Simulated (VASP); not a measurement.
Wanted: the native input for a VASP 6.6.1 run.

```yaml
Task: single point
Functional: PBE
Potentials_or_basis: VASP PAW PBE potentials, release 64 (Hg, Te)
Cutoff: 520 eV
k_mesh: 7 × 7 × 7
Occupations: gaussian, width 0.018 eV
Spin: no spin polarisation
Dipole_correction: no
Further_INCAR_settings: ALGO = Normal; EDIFF = 1e-06; NBANDS = 16
```

The structure of HgTe lies in POSCAR:

```
HgTe
1.0
    0.0000000000      3.1800000000      3.1800000000
    3.1800000000      0.0000000000      3.1800000000
    3.1800000000      3.1800000000      0.0000000000
Hg Te
1 1
Direct
    0.0000000000      0.0000000000      0.0000000000
    0.5000000000      0.5000000000      0.5000000000
```

The input as run:

INCAR

```
PREC = Accurate ; ENCUT = 520
EDIFF = 1E-6 ; ISMEAR = 0
SIGMA = 0.018000000000000002 ; LREAL = False
LASPH = True ; NELM = 60
ALGO = Normal ; ISIF = 2
LWAVE = False ; LCHARG = True
GGA = PE ; LELF = True
LVHAR = True ; NBANDS = 16
```

KPOINTS

```
Automatic mesh
0
Gamma
  7 7 7
```

Potentials or basis: VASP PAW PBE potentials, release 64 (Hg, Te).

Run with:

```bash
$ cat potpaw_PBE.64/Hg/POTCAR potpaw_PBE.64/Te/POTCAR > POTCAR
$ mpirun -np 1 vasp_std > vasp.out
```

Results of the run:

```json
{
  "Pressure": "-3.7 GPa",
  "Band gap on the k mesh": "zero (band 9 reaches 3.25 eV, above the bottom of band 10 at 1.34 eV)"
}
```

Caveat: spin-orbit coupling is left out, which moves the levels of the heavy elements.

Wall time 25 s on 1 thread of AMD EPYC 9R45 (Zen 5), on a shared host, peak memory 0.17 GiB.
